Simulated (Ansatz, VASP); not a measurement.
## Two plane-wave programs on CaSe

```
CELL_PARAMETERS angstrom
0.00000 3.25156 3.25156
3.25156 0.00000 3.25156
3.25156 3.25156 0.00000
ATOMIC_POSITIONS crystal
Ca 0.00000 0.00000 0.00000
Se 0.75000 0.75000 0.75000
```

Alike in both runs: functional PBEsol; k mesh 6 × 6 × 6; no spin polarisation.

Ansatz relaxed the structure, and its values are those at the end. VASP's run is a single point on that final structure, the one shown.

|  | VASP | Ansatz |
| --- | --- | --- |
| version | VASP 6.6.1 | Ansatz 0.2.0 |
| potentials or method | VASP PAW PBE potentials, release 64 (Ca_sv, Se), cutoff 520 eV | plane waves, PAW |
| occupations | gaussian, width 0.01 eV | fixed |
| valence electrons in the cell | 16 | 26 |

|  | VASP | Ansatz | Ansatz less VASP |
| --- | --- | --- | --- |
| pressure (GPa) | 0.1 | 0.0 | -0.13 |

VASP's potentials were made for PBE, not for PBEsol. VASP's potentials hold 16 valence electrons a cell and Ansatz's 26, so a difference there can come from the potentials and not from the codes.
